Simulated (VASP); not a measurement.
# CuI (F-43m) in VASP: a series of runs

The runs below take CuI through elastic constants, with PBEsol.

All numbers are computed with VASP 6.6.1; they aren't measurements. Logs are shortened: lines on timing, memory, paths and dates and some standing lists are left out, and cuts for length are marked.

### 1 The cell of the first run

Symmetry: F-43m, No. 216, cubic system. The conventional cell has a = 5.581 Å, b = 5.581 Å, c = 5.581 Å, α = 90.00°, β = 90.00°, γ = 90.00°. Cu (site symmetry -43m) has 4 I at 2.42 Å within 3.2 Å. Within 3.2 Å of I (site symmetry -43m) lie 4 Cu at 2.42 Å.

### 2 Elastic constants, PBEsol

INCAR reads:

```
ALGO     = Normal         # electronic algorithm
EDIFF    = 1E-8           # SCF threshold, eV
ENCUT    = 600            # plane-wave cutoff, eV
GGA      = PS             # functional
IBRION   = 6              # ionic algorithm
ISIF     = 3              # what is computed and relaxed
ISMEAR   = 0              # smearing method
LASPH    = True           # aspherical terms in the spheres
LCHARG   = True           # write CHGCAR
LREAL    = False          # projectors in reciprocal space
LWAVE    = False          # write WAVECAR
NELM     = 80             # most SCF steps
NFREE    = 2            
NSW      = 1              # ionic steps
POTIM    = 0.015          # step
PREC     = Accurate       # precision mode
SIGMA    = 0.01           # smearing width, eV
```

KPOINTS reads:

```
k-points
0
Gamma
  6 6 6
```

POSCAR reads:

```
CuI
1.0
    0.0000000000      2.7905733616      2.7905733616
    2.7905733616      0.0000000000      2.7905733616
    2.7905733616      2.7905733616      0.0000000000
Cu I
1 1
Direct
    0.7500000000      0.7500000000      0.7500000000
    0.0000000000      0.0000000000      0.0000000000
```

Potentials or basis: VASP PAW PBE potentials, release 64 (Cu, I).

On the command line:

```console
$ cat potpaw_PBE.64/Cu/POTCAR potpaw_PBE.64/I/POTCAR > POTCAR
$ mpirun -np 1 vasp_std > vasp.out
```

OUTCAR:

```text
EDIFF = 1E-8
   ENCUT = 600
   GGA = PS
   IBRION = 6
   ISIF = 3
   ISMEAR = 0
   LASPH = True
   LREAL = False
   NELM = 80
   NFREE = 2
   NSW = 1
   POTIM = 0.015
   PREC = Accurate

 ion  position               nearest neighbor table
   1  0.750  0.750  0.750-   2 2.42   2 2.42   2 2.42   2 2.42
   2  0.000  0.000  0.000-   1 2.42   1 2.42   1 2.42   1 2.42

  LATTYP: Found a face centered cubic cell.
 ALAT       =     5.5811467232

  Lattice vectors:

 A1 = (   0.0000000000,   2.7905733616,   2.7905733616)
 A2 = (   2.7905733616,   0.0000000000,   2.7905733616)
 A3 = (   2.7905733616,   2.7905733616,   0.0000000000)

Analysis of symmetry for initial positions (statically):
=====================================================================
 Subroutine PRICEL returns:
 Original cell was already a primitive cell.

 Routine SETGRP: Setting up the symmetry group for a
 face centered cubic supercell.

 Subroutine GETGRP returns: Found 24 space group operations
 (whereof 24 operations were pure point group operations)
 out of a pool of 48 trial point group operations.

The static configuration has the point symmetry T_d .

Analysis of symmetry for dynamics (positions and initial velocities):
=====================================================================
 Subroutine PRICEL returns:
 Original cell was already a primitive cell.

 Routine SETGRP: Setting up the symmetry group for a
 face centered cubic supercell.

 Subroutine GETGRP returns: Found 24 space group operations
 (whereof 24 operations were pure point group operations)
 out of a pool of 48 trial point group operations.

The dynamic configuration has the point symmetry T_d .

 Subroutine INISYM returns: Found 24 space group operations
 (whereof 24 operations are pure point group operations),
 and found     1 'primitive' translations

----------------------------------------------------------------------------------------

                                     Primitive cell

  volume of cell :      43.4621

  direct lattice vectors                    reciprocal lattice vectors
     0.000000000  2.790573362  2.790573362    -0.179174648  0.179174648  0.179174648
     2.790573362  0.000000000  2.790573362     0.179174648 -0.179174648  0.179174648
     2.790573362  2.790573362  0.000000000     0.179174648  0.179174648 -0.179174648

  length of vectors
     3.946466695  3.946466695  3.946466695     0.310339594  0.310339594  0.310339594

  position of ions in fractional coordinates (direct lattice)
     0.750000000  0.750000000  0.750000000
     0.000000000  0.000000000  0.000000000

  ion indices of the primitive-cell ions
   primitive index   ion index
                 1           1
                 2           2

----------------------------------------------------------------------------------------

 KPOINTS: k-points

Automatic generation of k-mesh.
 Grid dimensions read from file:
 generate k-points for:    6    6    6

 Generating k-lattice:

  Cartesian coordinates                     Fractional coordinates (reciprocal lattice)
    -0.029862441  0.029862441  0.029862441     0.166666667  0.000000000  0.000000000
     0.029862441 -0.029862441  0.029862441     0.000000000  0.166666667  0.000000000
     0.029862441  0.029862441 -0.029862441     0.000000000  0.000000000  0.166666667

  Length of vectors
     0.051723266  0.051723266  0.051723266

  Shift w.r.t. Gamma in fractional coordinates (k-lattice)
     0.000000000  0.000000000  0.000000000

 Subroutine IBZKPT returns following result:
 ===========================================

 Found     16 irreducible k-points:

 Following reciprocal coordinates:
            Coordinates               Weight
  0.000000  0.000000  0.000000      1.000000
  0.166667  0.000000  0.000000      8.000000
[... 58 lines left out ...]
   LHFCALC =     F    Hartree Fock is set to
   AEXX    =    0.0000 exact exchange contribution
   IVDW    =     0    specifies the selected vdW correction
   LEPSILON=     F    determine dielectric tensor
   LRPA    =     F    only Hartree local field effects (RPA)
 finite differences with symmetry
 non-spin polarized calculation
 Gauss-broadening in eV      SIGMA  =   0.01
  energy-cutoff  :      600.00
  volume of cell :       43.46
 maximum number of plane-waves:      1464
   NGX = 15   NGY = 15   NGZ = 15

--------------------------------------- Ionic step        1  -------------------------------------------

 number of electron      17.9999987 magnetization

 Free energy of the ion-electron system (eV)
  ---------------------------------------------------
  ext. energy  EPLUGINS =         0.00000000
  ---------------------------------------------------
  free energy    TOTEN  =        -5.96284008 eV

  energy without entropy =       -5.96284008  energy(sigma->0) =       -5.96284008

------------------------ aborting loop because EDIFF is reached ----------------------------------------

  FORCE on cell =-STRESS in cart. coord.  units (eV):
  Direction    XX          YY          ZZ          XY          YZ          ZX
  --------------------------------------------------------------------------------------
  -------------------------------------------------------------------------------------
  Total        4.1124659      4.1124659      4.1124659      0.0000000      0.0000000      0.0000000
  in kB      151.6011738    151.6011738    151.6011738      0.0000000      0.0000000      0.0000000
  external PRESSURE =     151.6011738 kB  Pullay stress =       0.0000000 kB
[... 89 lines left out ...]
  FREE ENERGIE OF THE ION-ELECTRON SYSTEM (eV)
  ---------------------------------------------------
  free  energy   TOTEN  =        -5.8973410517 eV

  energy  without entropy=       -5.8973410517  energy(sigma->0) =       -5.89734105

[... ionic steps 4 to 14 ...]

--------------------------------------- Ionic step       15  -------------------------------------------

 number of electron      17.9999995 magnetization

------------------------ aborting loop because EDIFF is reached ----------------------------------------
[... 67 lines left out ...]
--------------------------------------- Ionic step       17  -------------------------------------------

 number of electron      17.9999987 magnetization

 Free energy of the ion-electron system (eV)
  ---------------------------------------------------
  ext. energy  EPLUGINS =         0.00000000
  ---------------------------------------------------
  free energy    TOTEN  =        -5.96197540 eV

  energy without entropy =       -5.96197540  energy(sigma->0) =       -5.96197540

 E-fermi :   7.4809     XC(G=0): -10.3209

 val. band max:        7.3901731030   @ k =   0.0000   0.0000   0.0000
 cond. band min:       9.1946914095   @ k =   0.0000   0.0000   0.0000
 fundamental gap:      1.8045183065
 Fermi energy:         7.4809447198

 k-point     1 :       0.0000    0.0000    0.0000
  band No.  band energies     occupation
      1      -8.2493      2.00000
      2       2.3275      2.00000
      3       2.3522      2.00000
      4       2.3776      2.00000
      5       4.2076      2.00000
      6       4.2081      2.00000
      7       7.3764      2.00000
      8       7.3838      2.00000
      9       7.3902      2.00000
     10       9.1947      0.00000
     11      11.8594      0.00000
     12      11.8641      0.00000
     13      11.8698      0.00000
[... 354 lines left out ...]
  band No.  band energies     occupation
      1      -7.1575      2.00000
      2       0.3022      2.00000
      3       2.0748      2.00000
      4       2.4224      2.00000
      5       4.1618      2.00000
      6       4.2505      2.00000
      7       4.3677      2.00000
      8       5.5261      2.00000
      9       5.7672      2.00000
     10      10.5145      0.00000
     11      12.0820      0.00000
     12      13.5546      0.00000
     13      14.6595      0.00000

 [... further k-points ...]

------------------------ aborting loop because EDIFF is reached ----------------------------------------

  FORCE on cell =-STRESS in cart. coord.  units (eV):
  Direction    XX          YY          ZZ          XY          YZ          ZX
  --------------------------------------------------------------------------------------
  -------------------------------------------------------------------------------------
  Total        4.1145515      4.1180482      4.1180482      0.0000000      0.1895296      0.0000000
  in kB      151.6780579    151.8069573    151.8069573      0.0000000      6.9867852      0.0000000
  external PRESSURE =     151.7639908 kB  Pullay stress =       0.0000000 kB
[... 17 lines left out ...]
  FREE ENERGIE OF THE ION-ELECTRON SYSTEM (eV)
  ---------------------------------------------------
  free  energy   TOTEN  =        -5.9619753989 eV

  energy  without entropy=       -5.9619753989  energy(sigma->0) =       -5.96197540

 INTERNAL STRAIN TENSORS FROM STRAINED CELLS
 ============================================

 INTERNAL STRAIN TENSOR FOR ION    1 for displacements in x,y,z  (eV/Angst):
          X           Y           Z          XY          YZ          ZX
  --------------------------------------------------------------------------------
  x    -0.00000    -0.00000    -0.00000     0.00000    12.62563     0.00000
  y    -0.00000     0.00000    -0.00000     0.00000     0.00000    12.62503
  z    -0.00000    -0.00000     0.00000    12.62504    -0.00000     0.00000

 INTERNAL STRAIN TENSORS FROM DISPLACED ATOMS
 ============================================

 INTERNAL STRAIN TENSOR FOR ION    1 for displacements in x,y,z  (eV/Angst):
          X           Y           Z          XY          YZ          ZX
  --------------------------------------------------------------------------------
  x     0.00000     0.00000     0.00000     0.00000    12.63493     0.00000
  y     0.00000     0.00000     0.00000     0.00000     0.00000    12.63493
  z     0.00000     0.00000     0.00000    12.63493     0.00000     0.00000

 INTERNAL STRAIN TENSOR FOR ION    2 for displacements in x,y,z  (eV/Angst):
          X           Y           Z          XY          YZ          ZX
  --------------------------------------------------------------------------------
  x     0.00000    -0.00000    -0.00000     0.00000   -12.63973     0.00000
  y    -0.00000     0.00000    -0.00000     0.00000     0.00000   -12.63973
  z    -0.00000    -0.00000     0.00000   -12.63973     0.00000     0.00000

 Eigenvectors and eigenvalues of the dynamical matrix
 ----------------------------------------------------

   1 f  =    6.651310 THz    41.791411 2PiTHz  221.863808 cm-1    27.507594 meV
             X         Y         Z           dx          dy          dz
      4.185860  4.185860  4.185860     0.815724    0.000000    0.000000
      0.000000  0.000000  0.000000    -0.578442    0.000000    0.000000
[... 21 lines left out ...]
   6 f/i=    0.006575 THz     0.041309 2PiTHz    0.219303 cm-1     0.027190 meV
             X         Y         Z           dx          dy          dz
      4.185860  4.185860  4.185860     0.477509    0.034902    0.324595
      0.000000  0.000000  0.000000     0.673388    0.049219    0.457746

--------------------------------------------------------------------------------------------------------

 ELASTIC MODULI CONTR FROM IONIC RELAXATION (kBar)
 Direction    XX          YY          ZZ          XY          YZ          ZX
 --------------------------------------------------------------------------------
 XX          -0.0000     -0.0000     -0.0000     -0.0000      0.0000     -0.0000
 YY          -0.0000     -0.0000     -0.0000     -0.0000     -0.0000      0.0000
 ZZ          -0.0000     -0.0000     -0.0000      0.0000     -0.0000     -0.0000
 XY          -0.0000     -0.0000      0.0000   -767.5601      0.0000      0.0000
 YZ           0.0000     -0.0000     -0.0000      0.0000   -767.5601      0.0000
 ZX          -0.0000      0.0000     -0.0000      0.0000      0.0000   -767.5601
 --------------------------------------------------------------------------------

 TOTAL ELASTIC MODULI (kBar)
 Direction    XX          YY          ZZ          XY          YZ          ZX
 --------------------------------------------------------------------------------
 XX        1088.4123   1001.7846   1001.7846     -0.0000      0.0000     -0.0000
 YY        1001.7846   1088.4123   1001.7846     -0.0000     -0.0000      0.0000
 ZZ        1001.7846   1001.7846   1088.4123      0.0000     -0.0000     -0.0000
 XY          -0.0000     -0.0000      0.0000    148.4238      0.0000      0.0000
 YZ           0.0000     -0.0000     -0.0000      0.0000    148.4238     -0.0000
 ZX          -0.0000      0.0000     -0.0000      0.0000     -0.0000    148.4238
 --------------------------------------------------------------------------------
```

Wall time 4.3 min (1 thread of AMD EPYC 9R45 (Zen 5), shared host); peak memory 0.19 GiB.

What came out:

```yaml
Elastic_constants_C11_C12_C44: 109, 100, 15 GPa
Voigt_bulk_modulus: 103 GPa
Highest_phonon_frequency_at_Γ_LO-TO_splitting_left_out: 222 cm⁻¹
```

Phonon frequencies in cm⁻¹ (negative: imaginary):
```csv
q point,frequencies
"(0.000, 0.000, 0.000)",0 0 0 222 222 222
```

Elastic tensor in Voigt notation (GPa, in the Cartesian axes of the cell as first typed):
```
109 100 100   0   0   0
100 109 100   0   0   0
100 100 109   0   0   0
  0   0   0  15   0   0
  0   0   0   0  15   0
  0   0   0   0   0  15
```

Clamped-ion elastic tensor (GPa):
```
109 100 100   0   0   0
100 109 100   0   0   0
100 100 109   0   0   0
  0   0   0  92   0   0
  0   0   0   0  92   0
  0   0   0   0   0  92
```

Caveat: the cell is under stress, which shifts elastic constants; the PAW data sets were made with another functional, which shifts forces and pressure a little; spin-orbit coupling is left out, which moves the levels of the heavy elements.

### 3 Elastic constants, PBEsol

This run uses another cell than the first one, of 22.77 Å³/atom.

INCAR reads:

```
PREC = Accurate
ENCUT = 600
EDIFF = 1E-8
ISMEAR = 0
SIGMA = 0.01
LREAL = F
LASPH = T
NELM = 60
ALGO = Normal
ISIF = 3
LWAVE = F
LCHARG = T
GGA = PS
NBANDS = 16
IBRION = 6
NFREE = 2
POTIM = 0.015
NSW = 1
```

KPOINTS reads:

```
regular mesh
0
Gamma
  6 6 6
```

POSCAR reads:

```
CuI
1.0
    0.0000000000      2.8342262222      2.8342262222
    2.8342262222      0.0000000000      2.8342262222
    2.8342262222      2.8342262222      0.0000000000
Cu I
1 1
Direct
    0.7500000000      0.7500000000      0.7500000000
    0.0000000000      0.0000000000      0.0000000000
```

Potentials or basis: VASP PAW PBE potentials, release 64 (Cu, I).

On the command line:

```console
$ cat potpaw_PBE.64/Cu/POTCAR potpaw_PBE.64/I/POTCAR > POTCAR
$ mpirun -np 1 vasp_std > vasp.out
```

It took 5.1 min on 1 thread of AMD EPYC 9R45 (Zen 5), shared host; peak memory 0.23 GiB.

The run converged. Its results:

| Property | Result |
| --- | --- |
| Elastic constants C11, C12, C44 | 95, 82, 19 GPa |
| Voigt bulk modulus | 87 GPa |
| Highest phonon frequency at Γ, LO-TO splitting left out | 202 cm⁻¹ |

Phonon frequencies in cm⁻¹ (negative: imaginary):
```
              q point        frequencies
(0.000, 0.000, 0.000)  0 0 0 202 202 202
```

Elastic tensor in Voigt notation (GPa, in the Cartesian axes of the cell as first typed):
```
95 82 82  0  0  0
82 95 82  0  0  0
82 82 95  0  0  0
 0  0  0 19  0  0
 0  0  0  0 19  0
 0  0  0  0  0 19
```

Clamped-ion elastic tensor (GPa):
```
95 82 82  0  0  0
82 95 82  0  0  0
82 82 95  0  0  0
 0  0  0 77  0  0
 0  0  0  0 77  0
 0  0  0  0  0 77
```

Caveat: the cell is under stress, which shifts elastic constants; the PAW data sets were made with another functional, which shifts forces and pressure a little; spin-orbit coupling is left out, which moves the levels of the heavy elements.
